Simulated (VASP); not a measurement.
# GaBiTe2Se (P3m1) in VASP: a series of runs

Runs on GaBiTe2Se. Level: PBE. Tasks: single point, relaxation of cell and atoms.

All numbers are computed with VASP 6.6.1; they aren't measurements. Logs are shortened: lines on timing, memory, paths and dates and some standing lists are left out, and cuts for length are marked.

## 1. The cell of the first run

Symmetry: P3m1, No. 156, trigonal system. Conventional cell: a = 4.581 Å, b = 4.581 Å, c = 7.613 Å, α = 90.00°, β = 90.00°, γ = 120.00°. Within 3.6 Å of Ga (site symmetry 3m) lie 4 Te at 2.75 to 2.87 Å and 3 Se at 3.33 Å. Bi (site symmetry 3m) has 6 Te at 3.28 to 3.36 Å and 3 Ga at 3.76 Å and 3 Se at 3.93 Å within 4.3 Å. Te (site symmetry 3m) has 3 Se at 2.78 Å and 1 Ga at 2.87 Å and 3 Bi at 3.36 Å within 3.7 Å. Te (site symmetry 3m) has 3 Ga at 2.75 Å and 1 Se at 2.77 Å and 3 Bi at 3.28 Å within 3.6 Å. Within 3.6 Å of Se (site symmetry 3m) lie 4 Te at 2.77 to 2.78 Å and 3 Ga at 3.33 Å.

## 2. Single point, PBE

Contents of INCAR:

```
SYSTEM = GaBiTe2Se
PREC     = Accurate       ! precision mode
ENCUT    = 520            ! plane-wave cutoff, eV
EDIFF    = 1E-6           ! SCF threshold, eV
ISMEAR   = 0              ! smearing method
SIGMA    = 0.1            ! smearing width, eV
LREAL    = .FALSE.        ! projectors in reciprocal space
LASPH    = .TRUE.         ! aspherical terms in the spheres
NELM     = 100            ! most SCF steps
ALGO     = Normal         ! electronic algorithm
ISIF     = 2              ! what is computed and relaxed
LWAVE    = .FALSE.        ! write WAVECAR
LCHARG   = .TRUE.         ! write CHGCAR
GGA      = PE             ! functional
LELF     = .TRUE.         ! ELF
LVHAR    = .TRUE.       
NBANDS   = 31             ! bands
```

Contents of KPOINTS:

```
Automatic mesh
0
G
  6 6 2
  0 0 0
```

Contents of POSCAR:

```
GaBiTe2Se
1.0
    4.5811771600      0.0000000000      0.0000000000
   -2.2905885800      3.9674158000      0.0000000000
    0.0000000000      0.0000000000      7.6131179800
Ga Bi Te Se
1 1 2 1
Direct
    0.6666666700      0.3333333300      0.6390969800
    0.3333333300      0.6666666700      0.9901350100
    0.6666666700      0.3333333300      0.2616020100
    0.0000000000      0.0000000000      0.7364320200
    0.0000000000      0.0000000000      0.3727349900
```

Potentials or basis: VASP PAW PBE potentials, release 64 (Ga_d, Bi_d, Te, Se).

The run is started by

```bash
$ cat potpaw_PBE.64/Ga_d/POTCAR potpaw_PBE.64/Bi_d/POTCAR potpaw_PBE.64/Te/POTCAR potpaw_PBE.64/Se/POTCAR > POTCAR
$ mpirun -np 1 vasp_std > vasp.out
```

OUTCAR:

```text
SYSTEM = GaBiTe2Se
   PREC = Accurate
   ENCUT = 520
   EDIFF = 1E-6
   ISMEAR = 0
   LREAL = .FALSE.
   LASPH = .TRUE.
   NELM = 100
   ISIF = 2
   GGA = PE

 ion  position               nearest neighbor table
   1  0.667  0.333  0.639-   4 2.75   4 2.75   4 2.75   3 2.87
   2  0.333  0.667  0.990-   4 3.28   4 3.28   4 3.28   3 3.36   3 3.36   3 3.36
   3  0.667  0.333  0.262-   5 2.78   5 2.78   5 2.78   1 2.87   2 3.36   2 3.36   2 3.36
   4  0.000  0.000  0.736-   1 2.75   1 2.75   1 2.75   5 2.77   2 3.28   2 3.28   2 3.28
   5  0.000  0.000  0.373-   4 2.77   3 2.78   3 2.78   3 2.78

  LATTYP: Found a hexagonal cell.
 ALAT       =     4.5811771600
 C/A-ratio  =     1.6618257086

  Lattice vectors:

 A1 = (   4.5811771600,   0.0000000000,   0.0000000000)
 A2 = (  -2.2905885800,   3.9674158000,   0.0000000000)
 A3 = (   0.0000000000,   0.0000000000,   7.6131179800)

Analysis of symmetry for initial positions (statically):
=====================================================================
 Subroutine PRICEL returns:
 Original cell was already a primitive cell.

 Routine SETGRP: Setting up the symmetry group for a
 hexagonal supercell.

 Subroutine GETGRP returns: Found  6 space group operations
 (whereof  6 operations were pure point group operations)
 out of a pool of 24 trial point group operations.

The static configuration has the point symmetry C_3v.

Analysis of symmetry for dynamics (positions and initial velocities):
=====================================================================
 Subroutine PRICEL returns:
 Original cell was already a primitive cell.

 Routine SETGRP: Setting up the symmetry group for a
 hexagonal supercell.

 Subroutine GETGRP returns: Found  6 space group operations
 (whereof  6 operations were pure point group operations)
 out of a pool of 24 trial point group operations.

The dynamic configuration has the point symmetry C_3v.

 Subroutine INISYM returns: Found  6 space group operations
 (whereof  6 operations are pure point group operations),
 and found     1 'primitive' translations

----------------------------------------------------------------------------------------

                                     Primitive cell

  volume of cell :     138.3717

  direct lattice vectors                    reciprocal lattice vectors
     4.581177160  0.000000000  0.000000000     0.218284507  0.126026619  0.000000000
    -2.290588580  3.967415800  0.000000000     0.000000000  0.252053238  0.000000000
     0.000000000  0.000000000  7.613117980     0.000000000  0.000000000  0.131352227

  length of vectors
     4.581177160  4.581177160  7.613117980     0.252053238  0.252053238  0.131352227

  position of ions in fractional coordinates (direct lattice)
     0.666666670  0.333333330  0.639096980
     0.333333330  0.666666670  0.990135010
     0.666666670  0.333333330  0.261602010
     0.000000000  0.000000000  0.736432020
     0.000000000  0.000000000  0.372734990

  ion indices of the primitive-cell ions
   primitive index   ion index
                 1           1
                 2           2
                 3           3
                 4           4
                 5           5

----------------------------------------------------------------------------------------

 KPOINTS: Automatic mesh

Automatic generation of k-mesh.
 Grid dimensions read from file:
 generate k-points for:    6    6    2

 Generating k-lattice:

  Cartesian coordinates                     Fractional coordinates (reciprocal lattice)
     0.036380751  0.021004437  0.000000000     0.166666667  0.000000000  0.000000000
     0.000000000  0.042008873  0.000000000     0.000000000  0.166666667  0.000000000
     0.000000000  0.000000000  0.065676113     0.000000000  0.000000000  0.500000000

  Length of vectors
     0.042008873  0.042008873  0.065676113

  Shift w.r.t. Gamma in fractional coordinates (k-lattice)
     0.000000000  0.000000000  0.000000000

 Subroutine IBZKPT returns following result:
 ===========================================

 Found     14 irreducible k-points:

 Following reciprocal coordinates:
            Coordinates               Weight
  0.000000  0.000000  0.000000      1.000000
  0.166667  0.000000  0.000000      6.000000
  0.333333  0.000000  0.000000      6.000000
  0.500000  0.000000  0.000000      3.000000
  0.166667  0.166667  0.000000      6.000000
  0.333333  0.166667  0.000000     12.000000
  0.333333  0.333333  0.000000      2.000000
  0.000000  0.000000  0.500000      1.000000
  0.166667  0.000000  0.500000      6.000000
  0.333333  0.000000  0.500000      6.000000
  0.500000  0.000000  0.500000      3.000000
  0.166667  0.166667  0.500000      6.000000
  0.333333  0.166667  0.500000     12.000000
  0.333333  0.333333  0.500000      2.000000
   k-points           NKPTS =     14   k-points in BZ     NKDIM =     14   number of bands    NBANDS=     31
   number of dos      NEDOS =    301   number of ions     NIONS =      5
   total plane-waves  NPLWV =  77760
   dimension x,y,z NGX =    36 NGY =   36 NGZ =   60
   dimension x,y,z NGXF=    72 NGYF=   72 NGZF=  120
   ions per type =               1   1   2   1
   NGX,Y,Z   is equivalent  to a cutoff of  13.06, 13.06, 13.10 a.u.
   NGXF,Y,Z  is equivalent  to a cutoff of  26.13, 26.13, 26.20 a.u.
 SYSTEM =  GaBiTe2Se
   PREC   = accura    normal or accurate (medium, high low for compatibility)
   ISTART =      0    job   : 0-new  1-cont  2-samecut
   ICHARG =      2    charge: 1-file 2-atom 10-const
   ISPIN  =      1    spin polarized calculation?
   LNONCOLLINEAR =      F non collinear calculations
   LSORBIT =      F    spin-orbit coupling
   LASPH  =      T    aspherical Exc in radial PAW
   ENCUT  =  520.0 eV  38.22 Ry    6.18 a.u.   8.52  8.52 14.16*2*pi/ulx,y,z
   NELM   =    100;   NELMIN=  2; NELMDL= -5     # of ELM steps
   EDIFF  = 0.1E-05   stopping-criterion for ELM
   LREAL  =      F    real-space projection
   EDIFFG = 0.1E-04   stopping-criterion for IOM
   NSW    =      0    number of steps for IOM
   IBRION =     -1    ionic relax: 0-MD 1-quasi-New 2-CG
   NFREE  =      0    steps in history (QN), initial steepest desc. (CG)
   ISIF   =      2    stress and relaxation
   ISYM   =      2    0-nonsym 1-usesym 2-fastsym
   POTIM  = 0.5000    time-step for ionic-motion
   TEBEG  =    0.0;   TEEND  =   0.0 temperature during run
   PSTRESS=    0.0 pullay stress
   NELECT =      46.0000    total number of electrons
   NUPDOWN=      -1.0000    fix difference up-down
   EMIN   =  10.00;   EMAX   =-10.00  energy-range for DOS
   EFERMI =   0.00;   METHOD = LEGACY
   ISMEAR =     0;   SIGMA  =   0.10  broadening in eV -4-tet -1-fermi 0-gaus
   EFERMI_NEDOS =   21; number of points for ismear=-14 and -15
   IALGO  =     38    algorithm
   IMIX   =      4    mixing-type and parameters
     AMIX     =   0.40;   BMIX     =  1.00
     AMIX_MAG =   1.60;   BMIX_MAG =  1.00
  volume/ion in A,a.u.               =      27.67       186.76
  Fermi-wavevector in a.u.,A,eV,Ry     =   1.134083  2.143107 17.499067  1.286145
  Thomas-Fermi vector in A             =   2.270787
   LORBIT       =      0    0 simple, 1 ext, 2 COOP (PROOUT), +10 PAW based schemes
   GGA     = PE    functional components
   LHFCALC =     F    Hartree Fock is set to
   AEXX    =    0.0000 exact exchange contribution
   IVDW    =     0    specifies the selected vdW correction
   LEPSILON=     F    determine dielectric tensor
   LRPA    =     F    only Hartree local field effects (RPA)
 non-spin polarized calculation
 Gauss-broadening in eV      SIGMA  =   0.10
  energy-cutoff  :      520.00
  volume of cell :      138.37
 maximum number of plane-waves:      3767
 NGX is ok and might be reduce to    36
   NGX = 17   NGY = 17   NGZ = 29

 number of electron      45.9999989 magnetization

 Free energy of the ion-electron system (eV)
  ---------------------------------------------------
  ext. energy  EPLUGINS =         0.00000000
  ---------------------------------------------------
  free energy    TOTEN  =       -14.98884103 eV

  energy without entropy =      -14.97339767  energy(sigma->0) =      -14.98111935

 E-fermi :   6.6039     XC(G=0):  -9.7158

 val. band max:        6.6000671668   @ k =   0.5000   0.0000   0.5000
 cond. band min:       6.6066033185   @ k =   0.1667   0.0000   0.0000
 fundamental gap:      0.0065361516
 Fermi energy:         6.6039123521

 k-point     1 :       0.0000    0.0000    0.0000
  band No.  band energies     occupation
      1     -16.2853      2.00000
      2     -16.2853      2.00000
      3     -16.2603      2.00000
      4     -16.2603      2.00000
      5     -16.2502      2.00000
      6      -8.6777      2.00000
[... 23 lines left out ...]
     30      10.2319      0.00000
     31      11.3710      0.00000

 k-point     2 :       0.1667    0.0000    0.0000
  band No.  band energies     occupation
      1     -16.2857      2.00000
      2     -16.2832      2.00000
      3     -16.2618      2.00000
      4     -16.2606      2.00000
      5     -16.2491      2.00000
      6      -8.6838      2.00000
[... 23 lines left out ...]
     30      10.0627      0.00000
     31      11.7563      0.00000

 k-point     3 :       0.3333    0.0000    0.0000
  band No.  band energies     occupation
      1     -16.2867      2.00000
      2     -16.2790      2.00000
      3     -16.2645      2.00000
      4     -16.2611      2.00000
      5     -16.2468      2.00000
      6      -8.7014      2.00000
[... 23 lines left out ...]
     30      10.7276      0.00000
     31      11.8697      0.00000

 k-point     4 :       0.5000    0.0000    0.0000
  band No.  band energies     occupation
      1     -16.2873      2.00000
      2     -16.2769      2.00000
      3     -16.2659      2.00000
      4     -16.2614      2.00000
      5     -16.2456      2.00000
      6      -8.7085      2.00000
[... 295 lines left out ...]
     30      10.6882      0.00000
     31      12.0665      0.00000

 k-point    13 :       0.3333    0.1667    0.5000
  band No.  band energies     occupation
      1     -16.2854      2.00000
      2     -16.2786      2.00000
      3     -16.2652      2.00000
      4     -16.2622      2.00000
      5     -16.2458      2.00000
      6      -8.7065      2.00000
[... 23 lines left out ...]
     30      11.3924      0.00000
     31      12.1469      0.00000

 k-point    14 :       0.3333    0.3333    0.5000
  band No.  band energies     occupation
      1     -16.2820      2.00000
      2     -16.2812      2.00000
      3     -16.2641      2.00000
      4     -16.2640      2.00000
      5     -16.2454      2.00000
      6      -8.7086      2.00000
[... 23 lines left out ...]
     30      10.9730      0.00000
     31      11.7885      0.00000

------------------------ aborting loop because EDIFF is reached ----------------------------------------

  FORCE on cell =-STRESS in cart. coord.  units (eV):
  Direction    XX          YY          ZZ          XY          YZ          ZX
  --------------------------------------------------------------------------------------
  -------------------------------------------------------------------------------------
  Total        7.1971233      7.1971233      6.4027555      0.0000000      0.0000000      0.0000000
  in kB       83.3339871     83.3339871     74.1361676      0.0000000      0.0000000      0.0000000
  external PRESSURE =      80.2680473 kB  Pullay stress =       0.0000000 kB

 VOLUME and BASIS-vectors are now :
 -----------------------------------------------------------------------------
  energy-cutoff  :      520.00
  volume of cell :      138.37
      direct lattice vectors                 reciprocal lattice vectors
     4.581177160  0.000000000  0.000000000     0.218284507  0.126026619  0.000000000
    -2.290588580  3.967415800  0.000000000     0.000000000  0.252053238  0.000000000
     0.000000000  0.000000000  7.613117980     0.000000000  0.000000000  0.131352227

 POSITION                                       TOTAL-FORCE (eV/Angst)
 -----------------------------------------------------------------------------------
      2.29059      1.32247      4.86552        -0.000000      0.000000     -0.363195
     -0.00000      2.64494      7.53801         0.000000      0.000000      0.783123
      2.29059      1.32247      1.99161         0.000000     -0.000000     -1.494336
      0.00000      0.00000      5.60654         0.000000     -0.000000      1.607135
      0.00000      0.00000      2.83768         0.000000      0.000000     -0.532727
 -----------------------------------------------------------------------------------
    total drift:                                0.000008     -0.000004      0.000051

  FREE ENERGIE OF THE ION-ELECTRON SYSTEM (eV)
  ---------------------------------------------------
  free  energy   TOTEN  =       -14.9888410336 eV

  energy  without entropy=      -14.9733976721  energy(sigma->0) =      -14.98111935
```

It took 40 s on 1 thread of AMD EPYC 9R45 (Zen 5), shared host; peak memory 0.27 GiB.

Results:

```yaml
Free_energy: -14.9888 eV
Pressure: 8.0 GPa
Largest_force: 1.607 eV/Å
Band_gap_on_the_k_mesh: zero (band 23 reaches 7.10 eV, above the bottom of band 24 at 6.37 eV)
```

Forces in eV/Å, atoms in the order of the input:
```
Ga   0.000  0.000 -0.363
Bi   0.000  0.000  0.783
Te   0.000  0.000 -1.494
Te   0.000  0.000  1.607
Se   0.000  0.000 -0.533
```

Levels at points of the mesh, in eV from the Fermi level:
| k point | band 20 | band 21 | band 22 | band 23 | band 24 | band 25 | band 26 | band 27 |
| --- | --- | --- | --- | --- | --- | --- | --- | --- |
| (0.00, 0.00, 0.00) | -2.97 | -2.19 | -1.08 | -1.08 | -0.20 | 0.52 | 0.52 | 1.21 |
| (0.50, 0.00, 0.00) | -3.06 | -1.83 | -0.79 | -0.45 | 0.25 | 1.75 | 2.54 | 2.65 |
| (0.00, 0.00, 0.50) | -2.92 | -2.15 | -1.21 | -1.21 | 0.14 | 0.31 | 0.31 | 1.51 |
| (0.50, 0.00, 0.50) | -3.69 | -2.16 | 0.00 | 0.15 | 0.20 | 0.80 | 1.70 | 2.69 |

Caveat: the k points lie up to 0.41 Å⁻¹ apart; spin-orbit coupling is left out, which moves the levels of the heavy elements; forces of over 1 eV/Å act on the atoms, so gaps and moduli don't describe the material at rest.

## 3. Single point, PBE

This run uses another cell than the first one, of 30.27 Å³/atom, 1.094 times its volume.

Contents of INCAR:

```
PREC     = Accurate       # precision mode
ENCUT    = 520            # plane-wave cutoff, eV
EDIFF    = 1E-7           # SCF threshold, eV
ISMEAR   = 0              # smearing method
SIGMA    = 0.1            # smearing width, eV
LREAL    = F              # projectors in reciprocal space
LASPH    = T              # aspherical terms in the spheres
NELM     = 100            # most SCF steps
ALGO     = Normal         # electronic algorithm
ISIF     = 2              # what is computed and relaxed
LWAVE    = F              # write WAVECAR
LCHARG   = T              # write CHGCAR
GGA      = PE             # functional
LELF     = T              # ELF
LVHAR    = T            
NBANDS   = 31             # bands
```

Contents of KPOINTS:

```
Automatic mesh
0
Gamma
  6 6 2
```

Contents of POSCAR:

```
GaBiTe2Se
1.0
    4.0888015104      0.0000000000      0.0000000000
   -2.0444007552      3.5410059790      0.0000000000
    0.0000000000      0.0000000000     10.4539399690
Ga Bi Te Se
1 1 2 1
Direct
    0.6666666667      0.3333333333      0.5772687007
    0.3333333333      0.6666666667      0.9977331904
    0.6666666667      0.3333333333      0.1813433446
    0.0000000000      0.0000000000      0.7867000039
    0.0000000000      0.0000000000      0.4569557705
```

Potentials or basis: VASP PAW PBE potentials, release 64 (Ga_d, Bi_d, Te, Se).

The run is started by

```bash
$ cat potpaw_PBE.64/Ga_d/POTCAR potpaw_PBE.64/Bi_d/POTCAR potpaw_PBE.64/Te/POTCAR potpaw_PBE.64/Se/POTCAR > POTCAR
$ mpirun -np 1 vasp_std > vasp.out
```

OUTCAR:

```text
PREC = Accurate
   ENCUT = 520
   EDIFF = 1E-7
   ISMEAR = 0
   LREAL = F
   LASPH = T
   NELM = 100
   ISIF = 2
   GGA = PE

 ion  position               nearest neighbor table
   1  0.667  0.333  0.577-   5 2.67   5 2.67   5 2.67   4 3.22   4 3.22   4 3.22
   2  0.333  0.667  0.998-   3 3.04   3 3.04   3 3.04   4 3.23   4 3.23   4 3.23
   3  0.667  0.333  0.181-   2 3.04   2 3.04   2 3.04
   4  0.000  0.000  0.787-   1 3.22   1 3.22   1 3.22   2 3.23   2 3.23   2 3.23
   5  0.000  0.000  0.457-   1 2.67   1 2.67   1 2.67

[... 666 lines left out ...]
  --------------------------------------------------------------------------------------
  -------------------------------------------------------------------------------------
  Total        0.0206863      0.0206863      0.1607679     -0.0000000      0.0000000     -0.0000000
  in kB        0.2189734      0.2189734      1.7017946     -0.0000000      0.0000000     -0.0000000
  external PRESSURE =       0.7132471 kB  Pullay stress =       0.0000000 kB

 VOLUME and BASIS-vectors are now :
 -----------------------------------------------------------------------------
  energy-cutoff  :      520.00
  volume of cell :      151.36
      direct lattice vectors                 reciprocal lattice vectors
     4.088801510  0.000000000  0.000000000     0.244570444  0.141202812  0.000000000
    -2.044400755  3.541005979  0.000000000     0.000000000  0.282405623  0.000000000
     0.000000000  0.000000000 10.453939969     0.000000000  0.000000000  0.095657714

 POSITION                                       TOTAL-FORCE (eV/Angst)
 -----------------------------------------------------------------------------------
      2.04440      1.18034      6.03473        -0.000000      0.000000      0.008785
     -0.00000      2.36067     10.43024         0.000000     -0.000000     -0.044101
      2.04440      1.18034      1.89575        -0.000000      0.000000      0.031352
      0.00000      0.00000      8.22411        -0.000000     -0.000000      0.019686
      0.00000      0.00000      4.77699         0.000000      0.000000     -0.015722
 -----------------------------------------------------------------------------------
    total drift:                                0.000001     -0.000001     -0.000674

  FREE ENERGIE OF THE ION-ELECTRON SYSTEM (eV)
  ---------------------------------------------------
  free  energy   TOTEN  =       -17.0414000750 eV

  energy  without entropy=      -17.0220607611  energy(sigma->0) =      -17.03173042
```

Wall time 42 s (1 thread of AMD EPYC 9R45 (Zen 5), shared host); peak memory 0.26 GiB.

What came out:

| Quantity | Value |
| --- | --- |
| Free energy | -17.0414 eV |
| Pressure | 0.1 GPa |
| Largest force | 0.044 eV/Å |
| Band gap on the k mesh | zero (band 23 reaches 5.14 eV, above the bottom of band 24 at 4.75 eV) |

Forces on the atoms (eV/Å):
```
Ga   0.000  0.000  0.009
Bi   0.000  0.000 -0.044
Te   0.000  0.000  0.031
Te   0.000  0.000  0.020
Se   0.000  0.000 -0.016
```

Levels at points of the mesh, in eV from the Fermi level:
| k point | band 19 | band 20 | band 21 | band 22 | band 23 | band 24 | band 25 | band 26 | band 27 | band 28 |
| --- | --- | --- | --- | --- | --- | --- | --- | --- | --- | --- |
| (0.00, 0.00, 0.00) | -1.11 | -0.67 | -0.67 | 0.10 | 0.10 | 0.65 | 2.01 | 2.12 | 2.12 | 3.87 |
| (0.50, 0.00, 0.00) | -2.69 | -2.38 | -2.01 | -1.02 | -0.76 | -0.03 | 1.66 | 2.10 | 2.61 | 3.53 |
| (0.00, 0.00, 0.50) | -0.61 | -0.61 | -0.52 | 0.02 | 0.02 | 0.40 | 2.09 | 2.18 | 2.18 | 3.85 |
| (0.50, 0.00, 0.50) | -2.57 | -2.25 | -1.93 | -0.99 | -0.54 | 0.03 | 1.50 | 2.29 | 2.37 | 3.22 |

Caveat: spin-orbit coupling is left out, which moves the levels of the heavy elements; this functional lacks dispersion, which binds the layers, so the pressure and a relaxed spacing across them are unreliable.

(Continued in part 2 of 2.)
